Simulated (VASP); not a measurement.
Wanted: the native input for a VASP 6.6.1 run.

* Task: electric field gradients
* Functional: PBEsol
* Potentials or basis: VASP PAW PBE potentials, release 64 (K_sv, Cl)
* Cutoff: 520 eV
* k mesh: 7 × 7 × 7
* Occupations: fermi-dirac, width 0.03 eV
* Spin: no spin polarisation
* Dipole correction: no
* Further INCAR settings: ALGO = Normal; EDIFF = 1e-08; NBANDS = 15

The structure of KCl lies in POSCAR:

```
KCl
1.0
    0.0000000000      3.1455444028      3.1455444028
    3.1455444028      0.0000000000      3.1455444028
    3.1455444028      3.1455444028      0.0000000000
K Cl
1 1
Direct
    0.0000000000      0.0000000000      0.0000000000
    0.5000000000      0.5000000000      0.5000000000
```

One way to write it, as run:

INCAR

```
PREC     = Accurate       # precision mode
ENCUT    = 520            # plane-wave cutoff, eV
EDIFF    = 1E-8           # SCF threshold, eV
ISMEAR   = -1             # smearing method
SIGMA    = 0.03           # smearing width, eV
LREAL    = False          # projectors in reciprocal space
LASPH    = True           # aspherical terms in the spheres
NELM     = 80             # most SCF steps
ALGO     = Normal         # electronic algorithm
ISIF     = 2              # what is computed and relaxed
LWAVE    = False          # write WAVECAR
LCHARG   = False          # write CHGCAR
GGA      = PS             # functional
LEFG     = True         
NBANDS   = 15             # bands
```

KPOINTS

```
Automatic mesh
0
Gamma
  7 7 7
```

Potentials or basis: VASP PAW PBE potentials, release 64 (K_sv, Cl).

Run with:

```sh
$ cat potpaw_PBE.64/K_sv/POTCAR potpaw_PBE.64/Cl/POTCAR > POTCAR
$ mpirun -np 1 vasp_std > vasp.out
```

Results of the run:

The pressure is -0.4 GPa and the band gap on the k mesh is 5.03 eV. The largest electric field gradient by atom is under 0.05 V/Å² on every atom.

Caveat: the PAW data sets were made with another functional, which shifts forces and pressure a little; an odd mesh through Γ misses points on the zone boundary, where band edges can lie.

It took 25 s on 1 thread of Intel(R) Xeon(R) Platinum 8259CL CPU @ 2.50GHz (Skylake/Cascade Lake) (shared host), peak memory 0.2 GiB.
